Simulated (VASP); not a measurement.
# Be3CdO4 (P-4m2) in VASP: single point with PBE

Aim: the single point of Be3CdO4 with PBE.

Everything below comes from runs of VASP 6.6.1. Logs are shortened: lines on timing, memory, paths and dates and some standing lists are left out, and cuts for length are marked.

## 1. The cell of the first run

Symmetry: P-4m2, No. 115, tetragonal system. Conventional cell: a = 2.860 Å, b = 2.860 Å, c = 8.683 Å, α = 90.00°, β = 90.00°, γ = 90.00°. Within 2.2 Å of Be (site symmetry 2mm) lie 4 O at 1.68 to 1.70 Å. Within 2.2 Å of Be (site symmetry -4m2) lie 4 O at 1.69 Å. Cd (site symmetry -4m2) has 4 O at 2.18 Å and 4 Cd at 2.86 Å within 2.9 Å. O (site symmetry 2mm) has 4 Be at 1.69 to 1.70 Å within 2.2 Å. O (site symmetry 2mm) has 2 Be at 1.68 Å and 2 Cd at 2.18 Å within 2.2 Å.

## 2. Single point, PBE

INCAR reads:

```
ALGO = Normal
EDIFF = 1E-6
ENCUT = 700
GGA = PE
GGA_COMPAT = F
ISIF = 2
ISMEAR = 0
LASPH = T
LCHARG = F
LREAL = F
LWAVE = F
NBANDS = 35
NELM = 120
PREC = Accurate
SIGMA = 0.1
```

KPOINTS reads:

```
k-points
0
Gamma
  6 6 2
```

POSCAR reads:

```
Be3CdO4
1.0
    2.8600320608      0.0000000000      0.0000000000
    0.0000000000      2.8600320608      0.0000000000
    0.0000000000      0.0000000000      8.6828557133
Be Cd O
3 1 4
Direct
    0.5000000000      0.5000000000      0.7088926525
    0.0000000000      0.0000000000      0.5000000000
    0.5000000000      0.5000000000      0.2911073475
    0.0000000000      0.0000000000      0.0000000000
    0.0000000000      0.5000000000      0.6040585635
    0.5000000000      0.0000000000      0.8103401218
    0.5000000000      0.0000000000      0.3959414365
    0.0000000000      0.5000000000      0.1896598782
```

Potentials or basis: VASP PAW PBE potentials, release 64 (Be, Cd_sv_GW, O).

Launch:

```console
$ cat potpaw_PBE.64/Be/POTCAR potpaw_PBE.64/Cd_sv_GW/POTCAR potpaw_PBE.64/O/POTCAR > POTCAR
$ mpirun -np 1 vasp_std > vasp.out
```

OUTCAR:

```text
EDIFF = 1E-6
   ENCUT = 700
   GGA = PE
   ISIF = 2
   ISMEAR = 0
   LASPH = T
   LREAL = F
   NELM = 120
   PREC = Accurate

 ion  position               nearest neighbor table
   1  0.500  0.500  0.709-   6 1.68   6 1.68   5 1.70   5 1.70
   2  0.000  0.000  0.500-   5 1.69   7 1.69   5 1.69   7 1.69
   3  0.500  0.500  0.291-   8 1.68   8 1.68   7 1.70   7 1.70
   4  0.000  0.000  0.000-   6 2.18   8 2.18   8 2.18   6 2.18
   5  0.000  0.500  0.604-   2 1.69   2 1.69   1 1.70   1 1.70
   6  0.500  0.000  0.810-   1 1.68   1 1.68   4 2.18   4 2.18
   7  0.500  0.000  0.396-   2 1.69   2 1.69   3 1.70   3 1.70
   8  0.000  0.500  0.190-   3 1.68   3 1.68   4 2.18   4 2.18

  LATTYP: Found a simple tetragonal cell.
 ALAT       =     2.8600320608
 C/A-ratio  =     3.0359295031

  Lattice vectors:

 A1 = (   2.8600320608,   0.0000000000,   0.0000000000)
 A2 = (   0.0000000000,   2.8600320608,   0.0000000000)
 A3 = (   0.0000000000,   0.0000000000,   8.6828557133)

Analysis of symmetry for initial positions (statically):
=====================================================================
 Subroutine PRICEL returns:
 Original cell was already a primitive cell.

 Routine SETGRP: Setting up the symmetry group for a
 simple tetragonal supercell.

 Subroutine GETGRP returns: Found  8 space group operations
 (whereof  8 operations were pure point group operations)
 out of a pool of 16 trial point group operations.

The static configuration has the point symmetry D_2d.

Analysis of symmetry for dynamics (positions and initial velocities):
=====================================================================
 Subroutine PRICEL returns:
 Original cell was already a primitive cell.

 Routine SETGRP: Setting up the symmetry group for a
 simple tetragonal supercell.

 Subroutine GETGRP returns: Found  8 space group operations
 (whereof  8 operations were pure point group operations)
 out of a pool of 16 trial point group operations.

The dynamic configuration has the point symmetry D_2d.

 Subroutine INISYM returns: Found  8 space group operations
 (whereof  8 operations are pure point group operations),
 and found     1 'primitive' translations

----------------------------------------------------------------------------------------

                                     Primitive cell

  volume of cell :      71.0239

  direct lattice vectors                    reciprocal lattice vectors
     2.860032061  0.000000000  0.000000000     0.349646430  0.000000000  0.000000000
     0.000000000  2.860032061  0.000000000     0.000000000  0.349646430  0.000000000
     0.000000000  0.000000000  8.682855713     0.000000000  0.000000000  0.115169483

  length of vectors
     2.860032061  2.860032061  8.682855713     0.349646430  0.349646430  0.115169483

  position of ions in fractional coordinates (direct lattice)
     0.500000000  0.500000000  0.708892652
     0.000000000  0.000000000  0.500000000
     0.500000000  0.500000000  0.291107348
     0.000000000  0.000000000  0.000000000
     0.000000000  0.500000000  0.604058563
     0.500000000  0.000000000  0.810340122
     0.500000000  0.000000000  0.395941437
     0.000000000  0.500000000  0.189659878

  ion indices of the primitive-cell ions
   primitive index   ion index
                 1           1
                 2           2
                 3           3
                 4           4
                 5           5
                 6           6
                 7           7
                 8           8

----------------------------------------------------------------------------------------

 KPOINTS: k-points

Automatic generation of k-mesh.
 Grid dimensions read from file:
 generate k-points for:    6    6    2

 Generating k-lattice:

  Cartesian coordinates                     Fractional coordinates (reciprocal lattice)
     0.058274405  0.000000000  0.000000000     0.166666667  0.000000000  0.000000000
     0.000000000  0.058274405  0.000000000     0.000000000  0.166666667  0.000000000
     0.000000000  0.000000000  0.057584741     0.000000000  0.000000000  0.500000000

  Length of vectors
     0.058274405  0.058274405  0.057584741

  Shift w.r.t. Gamma in fractional coordinates (k-lattice)
     0.000000000  0.000000000  0.000000000

 Subroutine IBZKPT returns following result:
 ===========================================

 Found     20 irreducible k-points:

 Following reciprocal coordinates:
            Coordinates               Weight
  0.000000  0.000000  0.000000      1.000000
  0.166667  0.000000  0.000000      4.000000
  0.333333  0.000000  0.000000      4.000000
  0.500000  0.000000  0.000000      2.000000
  0.166667  0.166667  0.000000      4.000000
  0.333333  0.166667  0.000000      8.000000
[... 12 lines left out ...]
  0.500000  0.333333  0.500000      4.000000
  0.500000  0.500000  0.500000      1.000000
   k-points           NKPTS =     20   k-points in BZ     NKDIM =     20   number of bands    NBANDS=     35
   number of dos      NEDOS =    301   number of ions     NIONS =      8
   total plane-waves  NPLWV =  62720
   dimension x,y,z NGX =    28 NGY =   28 NGZ =   80
   dimension x,y,z NGXF=    56 NGYF=   56 NGZF=  160
   ions per type =               3   1   4
   NGX,Y,Z   is equivalent  to a cutoff of  16.28, 16.28, 15.32 a.u.
   NGXF,Y,Z  is equivalent  to a cutoff of  32.55, 32.55, 30.63 a.u.
 SYSTEM =  unknown system
   PREC   = accura    normal or accurate (medium, high low for compatibility)
   ISTART =      0    job   : 0-new  1-cont  2-samecut
   ICHARG =      2    charge: 1-file 2-atom 10-const
   ISPIN  =      1    spin polarized calculation?
   LNONCOLLINEAR =      F non collinear calculations
   LSORBIT =      F    spin-orbit coupling
   LASPH  =      T    aspherical Exc in radial PAW
   ENCUT  =  700.0 eV  51.45 Ry    7.17 a.u.   6.17  6.17 18.73*2*pi/ulx,y,z
   NELM   =    120;   NELMIN=  2; NELMDL= -5     # of ELM steps
   EDIFF  = 0.1E-05   stopping-criterion for ELM
   LREAL  =      F    real-space projection
   EDIFFG = 0.1E-04   stopping-criterion for IOM
   NSW    =      0    number of steps for IOM
   IBRION =     -1    ionic relax: 0-MD 1-quasi-New 2-CG
   NFREE  =      0    steps in history (QN), initial steepest desc. (CG)
   ISIF   =      2    stress and relaxation
   ISYM   =      2    0-nonsym 1-usesym 2-fastsym
   POTIM  = 0.5000    time-step for ionic-motion
   TEBEG  =    0.0;   TEEND  =   0.0 temperature during run
   PSTRESS=    0.0 pullay stress
   NELECT =      50.0000    total number of electrons
   NUPDOWN=      -1.0000    fix difference up-down
   EMIN   =  10.00;   EMAX   =-10.00  energy-range for DOS
   EFERMI =   0.00;   METHOD = LEGACY
   ISMEAR =     0;   SIGMA  =   0.10  broadening in eV -4-tet -1-fermi 0-gaus
   EFERMI_NEDOS =   21; number of points for ismear=-14 and -15
   IALGO  =     38    algorithm
   IMIX   =      4    mixing-type and parameters
     AMIX     =   0.40;   BMIX     =  1.00
     AMIX_MAG =   1.60;   BMIX_MAG =  1.00
  volume/ion in A,a.u.               =       8.88        59.91
  Fermi-wavevector in a.u.,A,eV,Ry     =   1.456342  2.752087 28.857031  2.120932
  Thomas-Fermi vector in A             =   2.573271
   LORBIT       =      0    0 simple, 1 ext, 2 COOP (PROOUT), +10 PAW based schemes
   GGA     = PE    functional components
   LHFCALC =     F    Hartree Fock is set to
   AEXX    =    0.0000 exact exchange contribution
   IVDW    =     0    specifies the selected vdW correction
   LEPSILON=     F    determine dielectric tensor
   LRPA    =     F    only Hartree local field effects (RPA)
 non-spin polarized calculation
 Gauss-broadening in eV      SIGMA  =   0.10
  energy-cutoff  :      700.00
  volume of cell :       71.02
 maximum number of plane-waves:      3024
 NGX is ok and might be reduce to    28
   NGX = 13   NGY = 13   NGZ = 37

 number of electron      50.0000009 magnetization

 Free energy of the ion-electron system (eV)
  ---------------------------------------------------
  ext. energy  EPLUGINS =         0.00000000
  ---------------------------------------------------
  free energy    TOTEN  =       -49.29611210 eV

  energy without entropy =      -49.29611210  energy(sigma->0) =      -49.29611210

 E-fermi :   4.5639     XC(G=0): -11.2184

 val. band max:        4.0078589423   @ k =   0.0000   0.0000   0.0000
 cond. band min:       5.8110394917   @ k =   0.0000   0.0000   0.0000
 fundamental gap:      1.8031805494
 Fermi energy:         4.5638685028

 k-point     1 :       0.0000    0.0000    0.0000
  band No.  band energies     occupation
      1     -97.1745      2.00000
      2     -58.2996      2.00000
      3     -58.2996      2.00000
      4     -58.0953      2.00000
      5     -14.4313      2.00000
      6     -13.8013      2.00000
[... 27 lines left out ...]
     34      18.0416      0.00000
     35      18.8037      0.00000

 k-point     2 :       0.1667    0.0000    0.0000
  band No.  band energies     occupation
      1     -97.1734      2.00000
      2     -58.3152      2.00000
      3     -58.2984      2.00000
      4     -58.0939      2.00000
      5     -14.2359      2.00000
      6     -13.6649      2.00000
[... 27 lines left out ...]
     34      18.2821      0.00000
     35      18.6510      0.00000

 k-point     3 :       0.3333    0.0000    0.0000
  band No.  band energies     occupation
      1     -97.1714      2.00000
      2     -58.3464      2.00000
      3     -58.2961      2.00000
      4     -58.0911      2.00000
      5     -13.7221      2.00000
      6     -13.3407      2.00000
[... 27 lines left out ...]
     34      17.2328      0.00000
     35      18.2154      0.00000

 k-point     4 :       0.5000    0.0000    0.0000
  band No.  band energies     occupation
      1     -97.1704      2.00000
      2     -58.3619      2.00000
      3     -58.2950      2.00000
      4     -58.0897      2.00000
      5     -13.1206      2.00000
      6     -13.1149      2.00000
[... 27 lines left out ...]
     34      16.9634      0.00000
     35      18.0493      0.00000

 k-point     5 :       0.1667    0.1667    0.0000
  band No.  band energies     occupation
      1     -97.1724      2.00000
      2     -58.3142      2.00000
      3     -58.3139      2.00000
      4     -58.0925      2.00000
      5     -14.0512      2.00000
      6     -13.5353      2.00000
[... 486 lines left out ...]
 k-point    18 :       0.3333    0.3333    0.5000
  band No.  band energies     occupation
      1     -97.1684      2.00000
      2     -58.3427      2.00000
      3     -58.3424      2.00000
      4     -58.0870      2.00000
      5     -13.1851      2.00000
      6     -13.0108      2.00000
[... 27 lines left out ...]
     34      17.5901      0.00000
     35      18.5156      0.00000

 k-point    19 :       0.5000    0.3333    0.5000
  band No.  band energies     occupation
      1     -97.1674      2.00000
      2     -58.3579      2.00000
      3     -58.3412      2.00000
      4     -58.0856      2.00000
      5     -12.8325      2.00000
      6     -12.8288      2.00000
[... 27 lines left out ...]
     34      17.9514      0.00000
     35      18.2044      0.00000

 k-point    20 :       0.5000    0.5000    0.5000
  band No.  band energies     occupation
      1     -97.1664      2.00000
      2     -58.3566      2.00000
      3     -58.3566      2.00000
      4     -58.0842      2.00000
      5     -12.7302      2.00000
      6     -12.7302      2.00000
[... 27 lines left out ...]
     34      18.9828      0.00000
     35      19.5984      0.00000

------------------------ aborting loop because EDIFF is reached ----------------------------------------

  FORCE on cell =-STRESS in cart. coord.  units (eV):
  Direction    XX          YY          ZZ          XY          YZ          ZX
  --------------------------------------------------------------------------------------
  -------------------------------------------------------------------------------------
  Total       -0.1050171     -0.1050171      0.0906085      0.0000000      0.0000000      0.0000000
  in kB       -2.3690071     -2.3690071      2.0439731      0.0000000      0.0000000      0.0000000
  external PRESSURE =      -0.8980137 kB  Pullay stress =       0.0000000 kB

 VOLUME and BASIS-vectors are now :
 -----------------------------------------------------------------------------
  energy-cutoff  :      700.00
  volume of cell :       71.02
      direct lattice vectors                 reciprocal lattice vectors
     2.860032061  0.000000000  0.000000000     0.349646430  0.000000000  0.000000000
     0.000000000  2.860032061  0.000000000     0.000000000  0.349646430  0.000000000
     0.000000000  0.000000000  8.682855713     0.000000000  0.000000000  0.115169483

 POSITION                                       TOTAL-FORCE (eV/Angst)
 -----------------------------------------------------------------------------------
      1.43002      1.43002      6.15521         0.000000     -0.000000      0.001089
      0.00000      0.00000      4.34143         0.000000     -0.000000      0.000000
      1.43002      1.43002      2.52764         0.000000      0.000000     -0.001089
      0.00000      0.00000      0.00000         0.000000     -0.000000      0.000000
      0.00000      1.43002      5.24495        -0.000000     -0.000000      0.001935
      1.43002      0.00000      7.03607         0.000000     -0.000000      0.005530
      1.43002      0.00000      3.43790        -0.000000     -0.000000     -0.001935
      0.00000      1.43002      1.64679         0.000000     -0.000000     -0.005530
 -----------------------------------------------------------------------------------
    total drift:                               -0.000000     -0.000000     -0.000000

  FREE ENERGIE OF THE ION-ELECTRON SYSTEM (eV)
  ---------------------------------------------------
  free  energy   TOTEN  =       -49.2961120991 eV

  energy  without entropy=      -49.2961120991  energy(sigma->0) =      -49.29611210
```

Wall time 90 s (1 thread of Intel Xeon Platinum 8375C at 2.90GHz (Ice Lake), shared host); peak memory 0.28 GiB.

Results:

```
Free energy            : -49.2961 eV
Pressure               : -0.1 GPa
Largest force          : 0.006 eV/Å
Band gap on the k mesh : 1.80 eV
```

Forces in eV/Å, atoms in the order of the input:
```
Be   0.000  0.000  0.001
Be   0.000  0.000  0.000
Be   0.000  0.000 -0.001
Cd   0.000  0.000  0.000
O    0.000  0.000  0.002
O    0.000  0.000  0.006
O    0.000  0.000 -0.002
O    0.000  0.000 -0.006
```

Stress tensor (GPa, compression positive):
```
-0.24  0.00  0.00
 0.00 -0.24  0.00
 0.00  0.00  0.20
```

Levels at points of the mesh, in eV from the valence-band top:
| k point | band 21 | band 22 | band 23 | band 24 | band 25 | band 26 | band 27 | band 28 | band 29 | band 30 |
| --- | --- | --- | --- | --- | --- | --- | --- | --- | --- | --- |
| (0.00, 0.00, 0.00) | -1.29 | -1.29 | -0.87 | 0.00 | 0.00 | 1.80 | 6.33 | 7.21 | 7.44 | 9.50 |
| (0.50, 0.00, 0.00) | -1.69 | -1.67 | -1.05 | -1.01 | -0.07 | 4.09 | 5.02 | 10.42 | 10.88 | 10.89 |
| (0.50, 0.50, 0.00) | -2.72 | -2.22 | -2.22 | -2.02 | -1.96 | 5.52 | 5.52 | 8.90 | 8.90 | 9.44 |
| (0.00, 0.00, 0.50) | -1.61 | -1.07 | -1.07 | -0.08 | -0.08 | 2.20 | 6.19 | 6.67 | 7.55 | 10.06 |
| (0.50, 0.00, 0.50) | -1.69 | -1.67 | -1.49 | -1.39 | -0.07 | 4.11 | 5.05 | 10.41 | 10.68 | 10.99 |
| (0.50, 0.50, 0.50) | -2.66 | -2.43 | -2.43 | -2.34 | -1.75 | 5.97 | 5.97 | 7.93 | 7.93 | 9.46 |

A k mesh can miss the band edges.
